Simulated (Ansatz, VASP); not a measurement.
# One calculation of Sb, two programs

```
CELL_PARAMETERS angstrom
-1.47490 1.47490 2.48000
1.47490 -1.47490 2.48000
1.47490 1.47490 -2.48000
ATOMIC_POSITIONS crystal
Sb 0.00000 0.00000 0.00000
```

Change from the starting cell: equal xx and yy strain of -2 %.

Alike in both runs: task single point; functional PBEsol; k mesh 19 × 19 × 19; occupations fermi-dirac, width 0.05 eV; no spin polarisation.

```csv
,VASP,Ansatz
version,VASP 6.6.1,Ansatz 0.2.0
potentials or method,"VASP PAW PBE potentials, release 64 (Sb), cutoff 520 eV","all-electron LAPW, scalar-relativistic"
```

```tsv
	VASP	Ansatz	Ansatz less VASP
pressure (GPa)	21.5	21.1	-0.32
traceless stress, the component that is largest in VASP (GPa)	-2.55	-2.37	+0.178
```

VASP's potentials were made for PBE, not for PBEsol. Ansatz ran all-electron here, and VASP with PAW potentials.

Spin-orbit coupling is off throughout.
